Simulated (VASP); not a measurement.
# ZrF (C2/c) in VASP: further runs

The runs below take ZrF through single point, relaxation of cell and atoms, with PBE.

All numbers are computed with VASP 6.6.1; they aren't measurements. Logs are shortened: lines on timing, memory, paths and dates and some standing lists are left out, and cuts for length are marked.

### 1 The cell of the first run

It takes space group C2/c (No. 15, monoclinic). The conventional cell has a = 5.140 Å, b = 3.756 Å, c = 5.628 Å, α = 90.00°, β = 99.54°, γ = 90.00°. Within 2.8 Å of Zr (site symmetry -1) lie 4 F at 2.14 to 2.15 Å. Within 2.8 Å of F (site symmetry 2) lie 4 Zr at 2.14 to 2.15 Å.

### 2 Single point, PBE

File INCAR:

```
  PREC = Accurate
  ENCUT = 520
  EDIFF = 1E-7
  ISMEAR = 0
  SIGMA = 0.1
  LREAL = False
  LASPH = True
  NELM = 60
  ALGO = Normal
  ISIF = 2
  LWAVE = False
  LCHARG = True
  GGA = PE
  LELF = True
  LVHAR = True
  NBANDS = 27
```

File KPOINTS:

```
Automatic mesh
0
Gamma
  6 6 4
```

File POSCAR:

```
ZrF
1.0
    2.5697506922     -1.8778377606      0.0000000000
    2.5697506922      1.8778377606      0.0000000000
   -0.9327519614      0.0000000000      5.5500843067
Zr F
2 2
Direct
    0.0000000000      0.5000000000      0.0000000000
    0.5000000000      0.0000000000      0.5000000000
    0.5816000000      0.4184000000      0.2500000000
    0.4184000000      0.5816000000      0.7500000000
```

Potentials or basis: VASP PAW PBE potentials, release 64 (Zr_sv, F).

Command:

```bash
$ cat potpaw_PBE.64/Zr_sv/POTCAR potpaw_PBE.64/F/POTCAR > POTCAR
$ mpirun -np 1 vasp_std > vasp.out
```

OUTCAR:

```text
PREC = Accurate
   ENCUT = 520
   EDIFF = 1E-7
   ISMEAR = 0
   LREAL = False
   LASPH = True
   NELM = 60
   ISIF = 2
   GGA = PE

 ion  position               nearest neighbor table
   1  0.000  0.500  0.000-   3 2.14   4 2.14   4 2.15   3 2.15   2 3.38   2 3.38   2 3.38   2 3.38
                             2 3.48   2 3.48
   2  0.500  0.000  0.500-   4 2.14   3 2.14   4 2.15   3 2.15   1 3.38   1 3.38   1 3.38   1 3.38
                             1 3.48   1 3.48
   3  0.582  0.418  0.250-   2 2.14   1 2.14   2 2.15   1 2.15
   4  0.418  0.582  0.750-   1 2.14   2 2.14   2 2.15   1 2.15

  LATTYP: Found a base centered monoclinic cell.
 ALAT       =     5.1395013844
 B/A-ratio  =     0.7307470590
 C/A-ratio  =     1.0950319242
 COS(beta)  =    -0.1657365915

  Lattice vectors:

 A1 = (   2.5697506922,  -1.8778377606,   0.0000000000)
 A2 = (   2.5697506922,   1.8778377606,   0.0000000000)
 A3 = (  -0.9327519614,   0.0000000000,   5.5500843067)

Analysis of symmetry for initial positions (statically):
=====================================================================
 Subroutine PRICEL returns:
 Original cell was already a primitive cell.

 Routine SETGRP: Setting up the symmetry group for a
 base centered monoclinic supercell.

 Subroutine GETGRP returns: Found  4 space group operations
 (whereof  2 operations were pure point group operations)
 out of a pool of  4 trial point group operations.

The static configuration has the point symmetry S_2 .
 The point group associated with its full space group is C_2h.

Analysis of symmetry for dynamics (positions and initial velocities):
=====================================================================
 Subroutine PRICEL returns:
 Original cell was already a primitive cell.

 Routine SETGRP: Setting up the symmetry group for a
 base centered monoclinic supercell.

 Subroutine GETGRP returns: Found  4 space group operations
 (whereof  2 operations were pure point group operations)
 out of a pool of  4 trial point group operations.

The dynamic configuration has the point symmetry S_2 .
 The point group associated with its full space group is C_2h.

 Subroutine INISYM returns: Found  4 space group operations
 (whereof  2 operations are pure point group operations),
 and found     1 'primitive' translations

----------------------------------------------------------------------------------------

                                     Primitive cell

  volume of cell :      53.5647

  direct lattice vectors                    reciprocal lattice vectors
     2.569750692 -1.877837761  0.000000000     0.194571404 -0.266263684  0.032699838
     2.569750692  1.877837761  0.000000000     0.194571404  0.266263684  0.032699838
    -0.932751961  0.000000000  5.550084307     0.000000000  0.000000000  0.180177443

  length of vectors
     3.182749326  3.182749326  5.627918090     0.331396530  0.331396530  0.180177443

  position of ions in fractional coordinates (direct lattice)
     0.000000000  0.500000000  0.000000000
     0.500000000  0.000000000  0.500000000
     0.581600000  0.418400000  0.250000000
     0.418400000  0.581600000  0.750000000

  ion indices of the primitive-cell ions
   primitive index   ion index
                 1           1
                 2           2
                 3           3
                 4           4

----------------------------------------------------------------------------------------

 KPOINTS: Automatic mesh

Automatic generation of k-mesh.
 Grid dimensions read from file:
 generate k-points for:    6    6    4

 Generating k-lattice:

  Cartesian coordinates                     Fractional coordinates (reciprocal lattice)
     0.032428567 -0.044377281  0.005449973     0.166666667 -0.000000000  0.000000000
     0.032428567  0.044377281  0.005449973    -0.000000000  0.166666667  0.000000000
     0.000000000  0.000000000  0.045044361     0.000000000  0.000000000  0.250000000

  Length of vectors
     0.055232755  0.055232755  0.045044361

  Shift w.r.t. Gamma in fractional coordinates (k-lattice)
     0.000000000  0.000000000  0.000000000

 Subroutine IBZKPT returns following result:
 ===========================================

 Found     47 irreducible k-points:

 Following reciprocal coordinates:
            Coordinates               Weight
  0.000000  0.000000  0.000000      1.000000
  0.166667  0.000000  0.000000      4.000000
  0.333333  0.000000  0.000000      4.000000
  0.500000  0.000000  0.000000      2.000000
  0.166667  0.166667  0.000000      2.000000
  0.333333  0.166667  0.000000      4.000000
[... 16 lines left out ...]
 -0.333333  0.166667  0.250000      4.000000
 -0.166667  0.166667  0.250000      4.000000
 [... further k-points ...]
   k-points           NKPTS =     47   k-points in BZ     NKDIM =     47   number of bands    NBANDS=     27
   number of dos      NEDOS =    301   number of ions     NIONS =      4
   total plane-waves  NPLWV =  24192
   dimension x,y,z NGX =    24 NGY =   24 NGZ =   42
   dimension x,y,z NGXF=    48 NGYF=   48 NGZF=   84
   ions per type =               2   2
   NGX,Y,Z   is equivalent  to a cutoff of  12.54, 12.54, 12.41 a.u.
   NGXF,Y,Z  is equivalent  to a cutoff of  25.07, 25.07, 24.81 a.u.
 SYSTEM =  unknown system
   PREC   = accura    normal or accurate (medium, high low for compatibility)
   ISTART =      0    job   : 0-new  1-cont  2-samecut
   ICHARG =      2    charge: 1-file 2-atom 10-const
   ISPIN  =      1    spin polarized calculation?
   LNONCOLLINEAR =      F non collinear calculations
   LSORBIT =      F    spin-orbit coupling
   LASPH  =      T    aspherical Exc in radial PAW
   ENCUT  =  520.0 eV  38.22 Ry    6.18 a.u.   5.92  5.92 10.46*2*pi/ulx,y,z
   NELM   =     60;   NELMIN=  2; NELMDL= -5     # of ELM steps
   EDIFF  = 0.1E-06   stopping-criterion for ELM
   LREAL  =      F    real-space projection
   EDIFFG = 0.1E-05   stopping-criterion for IOM
   NSW    =      0    number of steps for IOM
   IBRION =     -1    ionic relax: 0-MD 1-quasi-New 2-CG
   NFREE  =      0    steps in history (QN), initial steepest desc. (CG)
   ISIF   =      2    stress and relaxation
   ISYM   =      2    0-nonsym 1-usesym 2-fastsym
   POTIM  = 0.5000    time-step for ionic-motion
   TEBEG  =    0.0;   TEEND  =   0.0 temperature during run
   PSTRESS=    0.0 pullay stress
   NELECT =      38.0000    total number of electrons
   NUPDOWN=      -1.0000    fix difference up-down
   EMIN   =  10.00;   EMAX   =-10.00  energy-range for DOS
   EFERMI =   0.00;   METHOD = LEGACY
   ISMEAR =     0;   SIGMA  =   0.10  broadening in eV -4-tet -1-fermi 0-gaus
   EFERMI_NEDOS =   21; number of points for ismear=-14 and -15
   IALGO  =     38    algorithm
   IMIX   =      4    mixing-type and parameters
     AMIX     =   0.40;   BMIX     =  1.00
     AMIX_MAG =   1.60;   BMIX_MAG =  1.00
  volume/ion in A,a.u.               =      13.39        90.37
  Fermi-wavevector in a.u.,A,eV,Ry     =   1.460079  2.759150 29.005335  2.131832
  Thomas-Fermi vector in A             =   2.576571
   LORBIT       =      0    0 simple, 1 ext, 2 COOP (PROOUT), +10 PAW based schemes
   GGA     = PE    functional components
   LHFCALC =     F    Hartree Fock is set to
   AEXX    =    0.0000 exact exchange contribution
   IVDW    =     0    specifies the selected vdW correction
   LEPSILON=     F    determine dielectric tensor
   LRPA    =     F    only Hartree local field effects (RPA)
 non-spin polarized calculation
 Gauss-broadening in eV      SIGMA  =   0.10
  energy-cutoff  :      520.00
  volume of cell :       53.56
 maximum number of plane-waves:      1462
   NGX = 11   NGY = 11   NGZ = 21

 number of electron      37.9999997 magnetization

 Free energy of the ion-electron system (eV)
  ---------------------------------------------------
  ext. energy  EPLUGINS =         0.00000000
  ---------------------------------------------------
  free energy    TOTEN  =       -25.89463118 eV

  energy without entropy =      -25.88256707  energy(sigma->0) =      -25.88859912

 E-fermi :  10.7460     XC(G=0): -11.8060

 val. band max:       10.7143189858   @ k =  -0.1667   0.5000   0.2500
 cond. band min:      10.7495600387   @ k =   0.1667   0.0000   0.2500
 fundamental gap:      0.0352410529
 Fermi energy:        10.7460144112

 k-point     1 :       0.0000    0.0000    0.0000
  band No.  band energies     occupation
      1     -38.9198      2.00000
      2     -38.8192      2.00000
      3     -19.5383      2.00000
      4     -17.4702      2.00000
      5     -16.9808      2.00000
      6     -16.8724      2.00000
[... 19 lines left out ...]
     26      14.7934      0.00000
     27      14.9645      0.00000

 k-point     2 :       0.1667    0.0000    0.0000
  band No.  band energies     occupation
      1     -38.8961      2.00000
      2     -38.8086      2.00000
      3     -19.3875      2.00000
      4     -18.2080      2.00000
      5     -16.9358      2.00000
      6     -16.8747      2.00000
[... 19 lines left out ...]
     26      14.8620      0.00000
     27      15.6708      0.00000

 k-point     3 :       0.3333    0.0000    0.0000
  band No.  band energies     occupation
      1     -38.8446      2.00000
      2     -38.7911      2.00000
      3     -19.0305      2.00000
      4     -18.9520      2.00000
      5     -17.0022      2.00000
      6     -16.9323      2.00000
[... 19 lines left out ...]
     26      14.9039      0.00000
     27      15.5663      0.00000

 k-point     4 :       0.5000    0.0000    0.0000
  band No.  band energies     occupation
      1     -38.8121      2.00000
      2     -38.7888      2.00000
      3     -19.2381      2.00000
      4     -18.8039      2.00000
      5     -17.0826      2.00000
      6     -16.9974      2.00000
[... 19 lines left out ...]
     26      15.1881      0.00000
     27      15.6631      0.00000
[... 516 lines left out ...]
      4     -18.3634      2.00000
      5     -17.1672      2.00000
      6     -17.1142      2.00000
[... 19 lines left out ...]
     26      15.4372      0.00000
     27      15.7580      0.00000

 k-point    23 :      -0.3333    0.1667    0.2500
  band No.  band energies     occupation
      1     -38.8151      2.00000
      2     -38.7859      2.00000
      3     -19.3210      2.00000
      4     -18.5901      2.00000
      5     -17.1492      2.00000
      6     -17.1076      2.00000
[... 19 lines left out ...]
     26      14.8007      0.00000
     27      15.8543      0.00000

 k-point    24 :      -0.1667    0.1667    0.2500
  band No.  band energies     occupation
      1     -38.8570      2.00000
      2     -38.8099      2.00000
      3     -19.1281      2.00000
      4     -18.6825      2.00000
      5     -17.1122      2.00000
      6     -16.9519      2.00000
[... 19 lines left out ...]
     26      14.7625      0.00000
     27      15.8242      0.00000

 [... further k-points ...]
[... 5 lines left out ...]
  --------------------------------------------------------------------------------------
  -------------------------------------------------------------------------------------
  Total        8.9838285      8.9658728      9.5255049      0.0000000      0.0000000     -0.4593591
  in kB      268.7159224    268.1788479    284.9180435      0.0000000      0.0000000    -13.7399222
  external PRESSURE =     273.9376046 kB  Pullay stress =       0.0000000 kB

 VOLUME and BASIS-vectors are now :
 -----------------------------------------------------------------------------
  energy-cutoff  :      520.00
  volume of cell :       53.56
      direct lattice vectors                 reciprocal lattice vectors
     2.569750692 -1.877837761  0.000000000     0.194571404 -0.266263684  0.032699838
     2.569750692  1.877837761  0.000000000     0.194571404  0.266263684  0.032699838
    -0.932751961  0.000000000  5.550084307     0.000000000  0.000000000  0.180177443

 POSITION                                       TOTAL-FORCE (eV/Angst)
 -----------------------------------------------------------------------------------
      1.28488      0.93892      0.00000         0.000000     -0.000000      0.000000
      0.81850     -0.93892      2.77504         0.000000     -0.000000      0.000000
      2.33656     -0.30646      1.38752        -0.000000     -0.131004     -0.000000
      1.87019      0.30646      4.16256         0.000000      0.131004      0.000000
 -----------------------------------------------------------------------------------
    total drift:                                0.000000      0.000000     -0.000000

  FREE ENERGIE OF THE ION-ELECTRON SYSTEM (eV)
  ---------------------------------------------------
  free  energy   TOTEN  =       -25.8946311779 eV

  energy  without entropy=      -25.8825670691  energy(sigma->0) =      -25.88859912
```

Run time: 55 s. Hardware: 1 thread of Intel Xeon Platinum 8259CL at 2.50GHz (Skylake/Cascade Lake), shared host; peak memory 0.19 GiB.

What came out:

```yaml
Free_energy: -25.8946 eV
Pressure: 27.4 GPa
Largest_force: 0.131 eV/Å
Band_gap_on_the_k_mesh: zero (band 19 reaches 11.68 eV, above the bottom of band 20 at 10.20 eV)
```

Forces on the atoms (eV/Å):
```
Zr   0.000  0.000  0.000
Zr   0.000  0.000  0.000
F    0.000 -0.131  0.000
F    0.000  0.131  0.000
```

(Part 1 of 2 ends here.)
